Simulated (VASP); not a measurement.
Runs of VASP 6.6.1 on GdO. The structure is that of space group F-43m (No. 216), or close to it. The cells are those of the table. 

```csv
level,cell,gap on the mesh (eV),pressure (GPa),moment (μB)
PBE+D4+U,"a = 3.814 Å, angles 60.0°, 2 atoms",none,(b),7.94
PBE+D3(BJ)+U,"a = 3.837 Å, angles 60.0°, 2 atoms",none,-3.8,7.94
PBE+D3(BJ)+U,"a = 3.818 Å, angles 60.0°, 2 atoms",none,-2.4,7.94
BLYP+D3(BJ)+U,"a = 3.800 Å, angles 60.0°, 2 atoms",none,(a),7.90
PBE+D4+U,"a = 3.818 Å, angles 60.0°, 2 atoms",none,-2.3,7.94
```

Alike in all rows: task single point; potentials or basis VASP PAW PBE potentials, release 64 (Gd, O); spin collinear, ferromagnetic start; Gd f U = 6.0 eV; k mesh 8 × 8 × 8; cutoff (eV) 520; smearing gaussian 0.05 eV.

**Question.** Fill in the values left out.

**Answer.** (a) -0.5; (b) -1.9.

Caveats: spin-orbit coupling is left out, which moves the levels of the heavy elements; a cell with one magnetic atom can't hold antiferromagnetic order, which such compounds often take; pairwise dispersion overbinds metals, which lowers pressure and volume; the PAW data sets were made with another functional, which shifts forces and pressure a little (some runs).

A k mesh can miss the band edges, and the runs leave out spin-orbit coupling on Gd.

A gap of «none» marks levels without a gap at the run's occupations.
